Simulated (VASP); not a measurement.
Runs of VASP 6.6.1 on BaTe. The structure is that of space group P6_3/mmc (No. 194), or close to it. The cells are those of the table. 

```tsv
level	cell	gap on the mesh (eV)	pressure (GPa)
r2SCAN	a = 4.846, b = 4.846, c = 8.497 Å, angles 90.0, 90.0, 120.0°, 4 atoms	2.00	1.3
PBE	a = 4.895, b = 4.895, c = 8.591 Å, angles 90.0, 90.0, 120.0°, 4 atoms	1.67	0.4
r2SCAN	a = 4.944, b = 4.944, c = 8.669 Å, angles 90.0, 90.0, 120.0°, 4 atoms	(b)	-0.5
PBE	a = 4.944, b = 4.944, c = 8.676 Å, angles 90.0, 90.0, 120.0°, 4 atoms	1.71	-0.5
PBE	a = 4.895, b = 4.895, c = 8.584 Å, angles 90.0, 90.0, 120.0°, 4 atoms	1.67	0.4
r2SCAN	a = 4.895, b = 4.895, c = 8.584 Å, angles 90.0, 90.0, 120.0°, 4 atoms	2.05	0.3
r2SCAN	a = 4.991, b = 4.991, c = 8.752 Å, angles 90.0, 90.0, 120.0°, 4 atoms	2.13	(c)
PBE	a = 4.991, b = 4.991, c = 8.759 Å, angles 90.0, 90.0, 120.0°, 4 atoms	1.75	(a)
```

Alike in all rows: task single point; potentials or basis VASP PAW PBE potentials, release 64 (Ba_sv, Te); no spin polarisation; k mesh 6 × 6 × 4; cutoff (eV) 520; smearing gaussian 0.01 eV.

**Question.** Fill in the values left out.

**Answer.** (a) -1.2; (b) 2.09; (c) -1.3.

Caveats: spin-orbit coupling is left out, which moves the levels of the heavy elements; the PAW data sets were made with another functional, which shifts forces and pressure a little (some runs).

A k mesh can miss the band edges, and the runs leave out spin-orbit coupling on Ba, Te.
